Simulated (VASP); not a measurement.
# Ba8Zr8HO23 (a cell with a defect) in VASP: single point with PBEsol

Aim: the single point of Ba8Zr8HO23 (a cell with a defect) with PBEsol.

Program: VASP 6.6.1. These are calculated values, not measurements. Logs are shortened: lines on timing, memory, paths and dates and some standing lists are left out, and cuts for length are marked.

### 1 The cell of the first run

The cell holds a defect, 40 atoms: a = 8.362 Å, b = 8.362 Å, c = 8.362 Å, α = 90.00°, β = 90.00°, γ = 90.00°.

### 2 Single point, PBEsol

File INCAR:

```
PREC     = Accurate       # precision mode
ENCUT    = 520            # plane-wave cutoff, eV
EDIFF    = 1E-7           # SCF threshold, eV
ISMEAR   = -1             # smearing method
SIGMA    = 0.05           # smearing width, eV
LREAL    = Auto         
LASPH    = T              # aspherical terms in the spheres
NELM     = 60             # most SCF steps
ALGO     = Normal         # electronic algorithm
ISIF     = 2              # what is computed and relaxed
LWAVE    = F              # write WAVECAR
LCHARG   = F              # write CHGCAR
GGA      = PS             # functional
NELECT   = 316.0        
ISYM     = 0            
NBANDS   = 184            # bands
```

File KPOINTS:

```
Automatic mesh
0
Gamma
  1 1 1
  0.25 0.25 0.25
```

File POSCAR:

```
Ba8Zr8HO23
1.0
    8.3619610000      0.0000000000      0.0000000000
    0.0000000000      8.3619610000      0.0000000000
    0.0000000000      0.0000000000      8.3619610000
Ba Zr O H
8 8 23 1
Direct
    0.9985440000      0.0027620000      0.0007230000
    0.9958360000      0.9971540000      0.5031440000
    0.9996410000      0.5007610000      0.9998490000
    0.9957480000      0.5046140000      0.4997100000
    0.4980510000      0.0021560000      0.9997420000
    0.5016370000      0.9985860000      0.4997900000
    0.4976140000      0.5017310000      0.9988670000
    0.5032830000      0.5043930000      0.4963370000
    0.2489030000      0.2506700000      0.2454740000
    0.2496560000      0.2513170000      0.7540370000
    0.2487230000      0.7511710000      0.2502900000
    0.2502760000      0.7502930000      0.7486400000
    0.7500040000      0.2501530000      0.2509400000
    0.7492120000      0.2515730000      0.7493630000
    0.7491830000      0.7504300000      0.2485660000
    0.7498920000      0.7510460000      0.7509940000
    0.2506860000      0.2496740000      0.9997880000
    0.2550790000      0.7534750000      0.9991910000
    0.2405260000      0.7487640000      0.4997570000
    0.7468660000      0.2451620000      0.0004310000
    0.7517540000      0.2599420000      0.4998570000
    0.7425450000      0.7577900000      0.9997790000
    0.7555270000      0.7446660000      0.4997990000
    0.0015220000      0.2739670000      0.2542670000
    0.0013930000      0.2186090000      0.7500140000
    0.9996490000      0.7223870000      0.2440320000
    0.0003800000      0.7720670000      0.7570350000
    0.4996080000      0.2201100000      0.2573720000
    0.5008520000      0.2722510000      0.7445230000
    0.5007790000      0.7714960000      0.2564800000
    0.5009750000      0.7219660000      0.7436900000
    0.2285270000      0.9996310000      0.2551460000
    0.2809740000      0.0006570000      0.7423030000
    0.2809380000      0.4990490000      0.2496310000
    0.2260970000      0.4986780000      0.7452370000
    0.7776890000      0.9994370000      0.2560020000
    0.7285520000      0.9994490000      0.7430800000
    0.7286810000      0.5000470000      0.2423770000
    0.7786990000      0.5005750000      0.7556800000
    0.2444030000      0.2557650000      0.4997490000
```

Potentials or basis: VASP PAW PBE potentials, release 64 (Ba_sv, Zr_sv, O, H).

On the command line:

```bash
$ cat potpaw_PBE.64/Ba_sv/POTCAR potpaw_PBE.64/Zr_sv/POTCAR potpaw_PBE.64/O/POTCAR potpaw_PBE.64/H/POTCAR > POTCAR
$ mpirun -np 1 vasp_std > vasp.out
```

OUTCAR:

```text
PREC = Accurate
   ENCUT = 520
   EDIFF = 1E-7
   ISMEAR = -1
   LREAL = Auto
   LASPH = T
   NELM = 60
   ISIF = 2
   GGA = PS
   NELECT = 316.0
   ISYM = 0

 ion  position               nearest neighbor table
   1  0.999  0.003  0.001-  25 2.77  27 2.81  36 2.82  32 2.87  20 2.92  17 2.95  22 2.96  18 2.99
                            26 3.10  24 3.10  37 3.12  33 3.20   9 3.59  13 3.60  10 3.60  14 3.62
   2  0.996  0.997  0.503-  36 2.76  25 2.77  27 2.84  32 2.84  23 2.91  19 2.92  21 3.00  37 3.00
                            33 3.11  24 3.11  26 3.16  16 3.57  12 3.61  14 3.61  15 3.61  13 3.63
   3  1.000  0.501  1.000-  39 2.75  26 2.76  35 2.85  24 2.85  17 2.97  18 3.00  20 3.01  22 3.04
                            38 3.04  27 3.04  34 3.15  25 3.15   9 3.60  10 3.60  15 3.62  16 3.62
   4  0.996  0.505  0.500-  39 2.81  26 2.81  35 2.82  24 2.82  23 2.84  21 2.89  19 2.89  38 3.10
                            27 3.10  34 3.17  25 3.18  15 3.59  16 3.59  11 3.62  13 3.62  12 3.62
   5  0.498  0.002  1.000-  33 2.82  28 2.82  37 2.88  30 2.89  22 2.89  18 2.91  20 2.91  17 2.93
                            32 3.10  29 3.11  36 3.17  31 3.17  10 3.59   9 3.59  12 3.62  11 3.63
   6  0.502  0.999  0.500-  33 2.74  28 2.75  37 2.78  30 2.78  23 3.00  19 3.02  21 3.02  32 3.07
                            29 3.07  36 3.08  31 3.08  15 3.61  16 3.61  12 3.61  13 3.62  11 3.62
   7  0.498  0.502  0.999-  34 2.77  38 2.81  31 2.82  29 2.86  18 2.92  17 2.95  22 2.96  20 2.99
                            35 3.11  39 3.11  30 3.12  28 3.20  10 3.59  12 3.60   9 3.60  16 3.62
   8  0.503  0.504  0.496-  31 2.75  34 2.78  38 2.84  29 2.84  23 2.91  21 2.91  19 3.00  30 3.00
                            28 3.11  35 3.12  39 3.16  15 3.57  13 3.60  11 3.61  16 3.61  12 3.63
   9  0.249  0.251  0.245-  17 2.05  24 2.08  34 2.09  32 2.11  28 2.11  40 2.13   1 3.59   5 3.59
                             3 3.60   7 3.60   8 3.66   6 3.66   4 3.68   2 3.69
  10  0.250  0.251  0.754-  17 2.06  35 2.08  25 2.09  29 2.11  33 2.11  40 2.13   7 3.59   5 3.59
                             3 3.60   1 3.60   2 3.66   6 3.66   4 3.68   8 3.69
  11  0.249  0.751  0.250-  32 2.08  19 2.09  26 2.10  18 2.10  30 2.12  34 2.13   8 3.61   4 3.62
                             7 3.62   6 3.62   3 3.62   5 3.63   1 3.63   2 3.63
[... 15 lines left out ...]
  22  0.743  0.758  1.000-  15 2.08  16 2.08   5 2.89   1 2.96   7 2.96   3 3.04
[... 15 lines left out ...]
  38  0.729  0.500  0.242-  13 2.10  15 2.10   7 2.81   8 2.84   3 3.04   4 3.10
  39  0.779  0.501  0.756-  14 2.10  16 2.11   3 2.75   4 2.81   7 3.11   8 3.16
  40  0.244  0.256  0.500-   9 2.13  10 2.13

IMPORTANT INFORMATION: All symmetrisations will be switched off!
NOSYMM: (Re-)initialisation of all symmetry stuff for point group C_1.

----------------------------------------------------------------------------------------

                                     Primitive cell

  volume of cell :     584.6883

  direct lattice vectors                    reciprocal lattice vectors
     8.361961000  0.000000000  0.000000000     0.119589173  0.000000000  0.000000000
     0.000000000  8.361961000  0.000000000     0.000000000  0.119589173  0.000000000
     0.000000000  0.000000000  8.361961000     0.000000000  0.000000000  0.119589173

  length of vectors
     8.361961000  8.361961000  8.361961000     0.119589173  0.119589173  0.119589173

  position of ions in fractional coordinates (direct lattice)
     0.998544000  0.002762000  0.000723000
     0.995836000  0.997154000  0.503144000
     0.999641000  0.500761000  0.999849000
     0.995748000  0.504614000  0.499710000
     0.498051000  0.002156000  0.999742000
     0.501637000  0.998586000  0.499790000
[... 32 lines left out ...]
     0.778699000  0.500575000  0.755680000
     0.244403000  0.255765000  0.499749000

  ion indices of the primitive-cell ions
   primitive index   ion index
                 1           1
                 2           2
                 3           3
                 4           4
                 5           5
                 6           6
[... 32 lines left out ...]
                39          39
                40          40

----------------------------------------------------------------------------------------

 KPOINTS: Automatic mesh

Automatic generation of k-mesh.
 Grid dimensions read from file:
 generate k-points for:    1    1    1

 Generating k-lattice:

  Cartesian coordinates                     Fractional coordinates (reciprocal lattice)
     0.119589173  0.000000000  0.000000000     1.000000000  0.000000000  0.000000000
     0.000000000  0.119589173  0.000000000     0.000000000  1.000000000  0.000000000
     0.000000000  0.000000000  0.119589173     0.000000000  0.000000000  1.000000000

  Length of vectors
     0.119589173  0.119589173  0.119589173

  Shift w.r.t. Gamma in fractional coordinates (k-lattice)
     0.250000000  0.250000000  0.250000000

 Subroutine IBZKPT returns following result:
 ===========================================

 Found      4 irreducible k-points:

 Following reciprocal coordinates:
            Coordinates               Weight
  0.250000  0.250000  0.250000      2.000000
 -0.250000  0.250000  0.250000      2.000000
 -0.250000 -0.250000  0.250000      2.000000
  0.250000 -0.250000  0.250000      2.000000
   k-points           NKPTS =      4   k-points in BZ     NKDIM =      4   number of bands    NBANDS=    184
   number of dos      NEDOS =    301   number of ions     NIONS =     40
   total plane-waves  NPLWV = 262144
   dimension x,y,z NGX =    64 NGY =   64 NGZ =   64
   dimension x,y,z NGXF=   128 NGYF=  128 NGZF=  128
   ions per type =               8   8  23   1
   NGX,Y,Z   is equivalent  to a cutoff of  12.72, 12.72, 12.72 a.u.
   NGXF,Y,Z  is equivalent  to a cutoff of  25.45, 25.45, 25.45 a.u.
 SYSTEM =  unknown system
   PREC   = accura    normal or accurate (medium, high low for compatibility)
   ISTART =      0    job   : 0-new  1-cont  2-samecut
   ICHARG =      2    charge: 1-file 2-atom 10-const
   ISPIN  =      1    spin polarized calculation?
   LNONCOLLINEAR =      F non collinear calculations
   LSORBIT =      F    spin-orbit coupling
   LASPH  =      T    aspherical Exc in radial PAW
   ENCUT  =  520.0 eV  38.22 Ry    6.18 a.u.  15.55 15.55 15.55*2*pi/ulx,y,z
   NELM   =     60;   NELMIN=  2; NELMDL= -5     # of ELM steps
   EDIFF  = 0.1E-06   stopping-criterion for ELM
   LREAL  =      T    real-space projection
   EDIFFG = 0.1E-05   stopping-criterion for IOM
   NSW    =      0    number of steps for IOM
   IBRION =     -1    ionic relax: 0-MD 1-quasi-New 2-CG
   NFREE  =      0    steps in history (QN), initial steepest desc. (CG)
   ISIF   =      2    stress and relaxation
   ISYM   =      0    0-nonsym 1-usesym 2-fastsym
   POTIM  = 0.5000    time-step for ionic-motion
   TEBEG  =    0.0;   TEEND  =   0.0 temperature during run
   PSTRESS=    0.0 pullay stress
   NELECT =     316.0000    total number of electrons
   NUPDOWN=      -1.0000    fix difference up-down
   EMIN   =  10.00;   EMAX   =-10.00  energy-range for DOS
   EFERMI =   0.00;   METHOD = LEGACY
   ISMEAR =    -1;   SIGMA  =   0.05  broadening in eV -4-tet -1-fermi 0-gaus
   EFERMI_NEDOS =   21; number of points for ismear=-14 and -15
   IALGO  =     38    algorithm
   IMIX   =      4    mixing-type and parameters
     AMIX     =   0.40;   BMIX     =  1.00
     AMIX_MAG =   1.60;   BMIX_MAG =  1.00
  volume/ion in A,a.u.               =      14.62        98.64
  Fermi-wavevector in a.u.,A,eV,Ry     =   1.333508  2.519965 24.194483  1.778244
  Thomas-Fermi vector in A             =   2.462361
   LORBIT       =      0    0 simple, 1 ext, 2 COOP (PROOUT), +10 PAW based schemes
   GGA     = PS    functional components
   LHFCALC =     F    Hartree Fock is set to
   AEXX    =    0.0000 exact exchange contribution
   IVDW    =     0    specifies the selected vdW correction
   LEPSILON=     F    determine dielectric tensor
   LRPA    =     F    only Hartree local field effects (RPA)
 non-spin polarized calculation
  energy-cutoff  :      520.00
  volume of cell :      584.69
 maximum number of plane-waves:     15747
 NGX is ok and might be reduce to    64
   NGX = 31   NGY = 31   NGZ = 31

 number of electron     316.0000022 magnetization

 Free energy of the ion-electron system (eV)
  ---------------------------------------------------
  ext. energy  EPLUGINS =         0.00000000
  ---------------------------------------------------
  free energy    TOTEN  =      -334.06116161 eV

  energy without entropy =     -333.94279470  energy(sigma->0) =     -334.00197815

 E-fermi :   7.3789     XC(G=0): -11.0381

 val. band max:        7.3538568408   @ k =  -0.2500  -0.2500   0.2500
 cond. band min:       7.4253024444   @ k =  -0.2500  -0.2500   0.2500
 fundamental gap:      0.0714456036
 Fermi energy:         7.3789468370

 k-point     1 :       0.2500    0.2500    0.2500
  band No.  band energies     occupation
      1     -43.1188      2.00000
      2     -43.1152      2.00000
      3     -43.0064      2.00000
      4     -43.0035      2.00000
      5     -42.9947      2.00000
      6     -42.9929      2.00000
[... 162 lines left out ...]
    169       8.9009      0.00000
    170       8.9341      0.00000

 k-point     2 :      -0.2500    0.2500    0.2500
  band No.  band energies     occupation
      1     -43.1188      2.00000
      2     -43.1152      2.00000
      3     -43.0064      2.00000
      4     -43.0035      2.00000
      5     -42.9947      2.00000
      6     -42.9929      2.00000
[... 162 lines left out ...]
    169       8.8974      0.00000
    170       8.9381      0.00000

 k-point     3 :      -0.2500   -0.2500    0.2500
  band No.  band energies     occupation
      1     -43.1188      2.00000
      2     -43.1152      2.00000
      3     -43.0064      2.00000
      4     -43.0035      2.00000
      5     -42.9947      2.00000
      6     -42.9929      2.00000
[... 162 lines left out ...]
    169       8.8939      0.00000
    170       8.9434      0.00000

 k-point     4 :       0.2500   -0.2500    0.2500
  band No.  band energies     occupation
      1     -43.1188      2.00000
      2     -43.1152      2.00000
      3     -43.0064      2.00000
      4     -43.0035      2.00000
      5     -42.9947      2.00000
      6     -42.9929      2.00000
[... 162 lines left out ...]
    169       8.8973      0.00000
    170       8.9382      0.00000
 [bands above 170 left out]

------------------------ aborting loop because EDIFF is reached ----------------------------------------

  FORCE on cell =-STRESS in cart. coord.  units (eV):
  Direction    XX          YY          ZZ          XY          YZ          ZX
  --------------------------------------------------------------------------------------
  -------------------------------------------------------------------------------------
  Total       11.1601133     11.1472918     15.8518381      0.0777324      0.0215022      0.0283048
  in kB       30.5812176     30.5460837     43.4375975      0.2130042      0.0589209      0.0775614
  external PRESSURE =      34.8549663 kB  Pullay stress =       0.0000000 kB

 VOLUME and BASIS-vectors are now :
 -----------------------------------------------------------------------------
  energy-cutoff  :      520.00
  volume of cell :      584.69
      direct lattice vectors                 reciprocal lattice vectors
     8.361961000  0.000000000  0.000000000     0.119589173  0.000000000  0.000000000
     0.000000000  8.361961000  0.000000000     0.000000000  0.119589173  0.000000000
     0.000000000  0.000000000  8.361961000     0.000000000  0.000000000  0.119589173

 POSITION                                       TOTAL-FORCE (eV/Angst)
 -----------------------------------------------------------------------------------
      8.34979      0.02310      0.00605         0.021314     -0.081951      0.022142
      8.32714      8.33816      4.20727         0.051174      0.006583     -0.030835
      8.35896      4.18734      8.36070         0.006381     -0.001648      0.000341
      8.32641      4.21956      4.17856         0.032243     -0.029435      0.000273
      4.16468      0.01803      8.35980         0.030832     -0.023861      0.005956
      4.19467      8.35014      4.17922         0.036750     -0.029770     -0.007196
[... 32 lines left out ...]
      6.51145      4.18579      6.31897        -0.104020     -0.017563      0.006641
      2.04369      2.13870      4.17888         0.034210     -0.033977      0.002217
 -----------------------------------------------------------------------------------
    total drift:                               -0.016238      0.017522      0.003453

  FREE ENERGIE OF THE ION-ELECTRON SYSTEM (eV)
  ---------------------------------------------------
  free  energy   TOTEN  =      -334.0611616098 eV

  energy  without entropy=     -333.9427946978  energy(sigma->0) =     -334.00197815
```

It used 2600 s of CPU time on 1 thread of AMD EPYC 7R13 Processor (Zen 3), with other jobs on the host.

Results:

```yaml
Free_energy: -334.0612 eV
Largest_force: 0.220 eV/Å
```

Forces on the atoms (eV/Å):
```
Ba   0.021 -0.082  0.022
Ba   0.051  0.007 -0.031
Ba   0.006 -0.002  0.000
Ba   0.032 -0.029  0.000
Ba   0.031 -0.024  0.006
Ba   0.037 -0.030 -0.007
Ba   0.077 -0.025 -0.017
Ba  -0.014 -0.054  0.027
Zr   0.212 -0.037 -0.044
Zr   0.043 -0.203  0.047
Zr   0.073 -0.119 -0.034
Zr   0.021  0.073  0.024
Zr  -0.079 -0.034 -0.021
Zr   0.124 -0.076  0.028
Zr   0.070  0.028  0.005
Zr  -0.010 -0.065 -0.004
O    0.006 -0.007 -0.003
O    0.006 -0.061  0.018
O    0.073 -0.010 -0.039
O    0.061 -0.003 -0.024
O    0.008 -0.072  0.043
O    0.026 -0.028  0.001
O   -0.003  0.001  0.002
O   -0.037 -0.022 -0.028
O   -0.028  0.182 -0.091
O    0.021  0.096 -0.008
O   -0.022  0.027 -0.035
O   -0.005  0.165 -0.010
O   -0.148  0.064 -0.025
O   -0.058 -0.002 -0.021
O   -0.021  0.087  0.031
O   -0.067  0.142  0.022
O   -0.171  0.004  0.012
O   -0.174  0.022  0.090
O    0.022  0.046  0.026
O   -0.081  0.018 -0.031
O   -0.003  0.059  0.019
O   -0.031  0.018  0.038
O   -0.104 -0.018  0.007
H    0.034 -0.034  0.002
```

Levels at points of the mesh, in eV from the Fermi level:
```csv
k point,band 154,band 155,band 156,band 157,band 158,band 159,band 160,band 161,band 162,band 163
"(0.25, 0.25, 0.25)",-4.10,-4.08,-4.05,-4.00,-0.11,0.10,0.19,0.25,0.31,0.48
```

Caveat: the k points lie up to 0.75 Å⁻¹ apart; the cell carries a net charge on a neutralising background, which shifts energy and pressure; the cell is charged against a uniform background, so pressure and absolute levels hang on convention; the PAW data sets were made with another functional, which shifts forces and pressure a little; spin-orbit coupling is left out, which moves the levels of the heavy elements.
